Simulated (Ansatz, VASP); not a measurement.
SiC in VASP and in Ansatz

```
CELL_PARAMETERS angstrom
1.36127 -3.44733 0.00000
1.36127 3.44733 0.00000
0.00000 0.00000 2.72201
ATOMIC_POSITIONS crystal
Si 0.50000 0.50000 0.00000
C 0.00000 0.00000 0.50000
```

Alike in both runs: functional PBE; k mesh 22 × 22 × 20; occupations gaussian, width 0.1 eV; no spin polarisation.

Ansatz relaxed the structure, and its values are those at the end. VASP's run is a single point on that final structure, the one shown.

|  | VASP | Ansatz |
| --- | --- | --- |
| version | VASP 6.6.1 | Ansatz 0.2.0 |
| potentials or method | VASP PAW PBE potentials, release 64 (Si, C), cutoff 520 eV | scalar-relativistic, plane waves, PAW |
| valence electrons in the cell | 8 | 8 |

|  | VASP | Ansatz | Ansatz less VASP |
| --- | --- | --- | --- |
| gap on the k mesh at the Fermi level (eV) | none | none | - |
| pressure (GPa) | 0.1 | 0.0 | -0.05 |

A gap of «none» marks a metal or a gap that the smearing closes.
